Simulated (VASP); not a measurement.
Wanted: the native input for a VASP 6.6.1 run.

| Quantity | Value |
| --- | --- |
| Task | single point |
| Functional | PBE |
| Potentials or basis | VASP PAW PBE potentials, release 64 (Co) |
| Cutoff | 520 eV |
| k mesh | 20 × 20 × 20 |
| Occupations | gaussian, width 0.05 eV |
| Spin | non-collinear spin, typed start, spin-orbit coupling |
| Starting moments | [[0.0, 0.0, 1.93]] μB |
| Dipole correction | no |
| Further INCAR settings | ALGO = Normal; EDIFF = 1e-07; NBANDS = 20 |

The structure of Co lies in POSCAR:

```
Co
1.0
   -1.4047693896      1.4047693896      1.4047693896
    1.4047693896     -1.4047693896      1.4047693896
    1.4047693896      1.4047693896     -1.4047693896
Co
1
Direct
    0.0000000000      0.0000000000      0.0000000000
```

This isn't the form of Co at room conditions, which is hcp.

The input as run:

INCAR

```
SYSTEM = Co
ALGO     = Normal         ! electronic algorithm
EDIFF    = 1E-7           ! SCF threshold, eV
ENCUT    = 520            ! plane-wave cutoff, eV
GGA      = PE             ! functional
GGA_COMPAT= .False.      
ISIF     = 2              ! what is computed and relaxed
ISMEAR   = 0              ! smearing method
LASPH    = .True.         ! aspherical terms in the spheres
LCHARG   = .False.        ! write CHGCAR
LMAXMIX  = 4              ! l up to which the mixer works
LNONCOLLINEAR= .True.         ! non-collinear magnetism
LORBIT   = 11             ! projections on sites
LORBMOM  = .True.       
LREAL    = .False.        ! projectors in reciprocal space
LSORBIT  = .True.         ! spin-orbit coupling
LWAVE    = .False.        ! write WAVECAR
MAGMOM   = 0 0 1.93       ! initial moments
NBANDS   = 20             ! bands
NELM     = 150            ! most SCF steps
PREC     = Accurate       ! precision mode
SIGMA    = 0.05           ! smearing width, eV
```

KPOINTS

```
k-points
0
Gamma
  20 20 20
  0 0 0
```

Potentials or basis: VASP PAW PBE potentials, release 64 (Co).

Command:

```console
$ cat potpaw_PBE.64/Co/POTCAR > POTCAR
$ mpirun -np 1 vasp_ncl > vasp.out
```

It gave:

The pressure is -0.9 GPa. The net moment is 1.72 μB per cell and the valence electrons inside the program's atomic spheres are Co 8.22.

It took 36 min on 1 thread of Intel Xeon 8259CL (shared host), peak memory 0.45 GiB.
